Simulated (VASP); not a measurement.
La:

```
CELL_PARAMETERS angstrom
-1.92964 1.92964 1.92964
1.92964 -1.92964 1.92964
1.92964 1.92964 -1.92964
ATOMIC_POSITIONS crystal
La 0.00000 0.00000 0.00000
```

This isn't the form of La at room conditions, which is double hcp.

Base run:

```yaml
Program: VASP 6.6.1
Functional: PBE
Potentials_or_basis: VASP PAW PBE potentials, release 64 (La)
Cutoff: 520 eV
k_mesh: 13 × 13 × 13
Occupations: fermi-dirac, width 0.08 eV
Spin: no spin polarisation
```

Its results: band gap on the k mesh zero (an odd number of electrons rules out a gap without spin polarisation); pressure 10.2 GPa.

Problem. The run is repeated on the same cell with these changes: dispersion from none to D3(BJ). What comes out?

Solution. Band gap on the k mesh zero (an odd number of electrons rules out a gap without spin polarisation); pressure 7.1 GPa.

Dispersion adds attraction, which lowers the pressure at fixed volume and, as a term added to the energy, leaves the levels alone.

Caveats: the cell stands under pressure; spin-orbit coupling is left out, which moves the levels of the heavy elements; three body term missing (at least some runs).
